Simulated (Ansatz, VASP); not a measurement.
# Two plane-wave programs on LiF

```xyz
2
Lattice="2.5723 0.0000 0.0000 0.0000 2.5723 0.0000 0.0000 0.0000 2.5595" Properties=species:S:1:pos:R:3 pbc="T T T"
Li    0.0000    0.0000    0.0000
F     1.2862    1.2862    1.2798
```

Change from the starting cell: strain +0.0050 x Voigt [1, 1, 0, 0, 0, 0], atoms carried along.

Alike in both runs: task single point; functional LDA; k mesh 10 × 10 × 10; occupations gaussian, width 0.05 eV; no spin polarisation.

|  | VASP | Ansatz |
| --- | --- | --- |
| version | VASP 6.6.1 | Ansatz 0.2.0 |
| potentials or method | VASP PAW LDA potentials, release 64 (Li_sv, F), cutoff 520 eV | scalar-relativistic, plane waves, PAW |
| valence electrons in the cell | 10 | 10 |

```csv
,VASP,Ansatz,Ansatz less VASP
gap on the k mesh at the Fermi level (eV),7.20,7.21,+0.004
least direct gap on the mesh (eV),7.86,7.87,+0.004
```

LDA's correlation is that of Perdew and Zunger in VASP and of Perdew and Wang (1992) in Ansatz.

Noted on VASP's run: the cutoff is short for stress, so the pressure is rough.
